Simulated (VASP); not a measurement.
SrCl2:

```xyz
3
Lattice="0.0000 3.4412 3.4412 3.4412 0.0000 3.4412 3.4412 3.4412 0.0000" Properties=species:S:1:pos:R:3 pbc="T T T"
Sr    0.0000    0.0000    0.0000
Cl    5.1618    5.1618    5.1618
Cl    1.7206    1.7206    1.7206
```

Base run:

| Quantity | Value |
| --- | --- |
| Program | VASP 6.6.1 |
| Functional | PBEsol |
| Potentials or basis | VASP PAW PBE potentials, release 64 (Sr_sv, Cl) |
| Cutoff | 520 eV |
| k mesh | 7 × 7 × 7 |
| Occupations | fermi-dirac, width 0.05 eV |
| Spin | no spin polarisation |

Its results: band gap on the k mesh 5.32 eV (least direct gap 5.55 eV); pressure 0.6 GPa.

Task: The run is repeated on the same cell with these changes: functional from PBEsol to LDA; potentials or basis from VASP PAW PBE potentials, release 64 (Sr_sv, Cl) to VASP PAW LDA potentials, release 64 (Sr_sv, Cl). What comes out?

Result: Band gap on the k mesh 5.08 eV (least direct gap 5.35 eV); pressure -1.3 GPa.

Caveats: an odd mesh through Γ misses points on the zone boundary, where band edges can lie; the PAW data sets were made with another functional, which shifts forces and pressure a little (at least some runs).
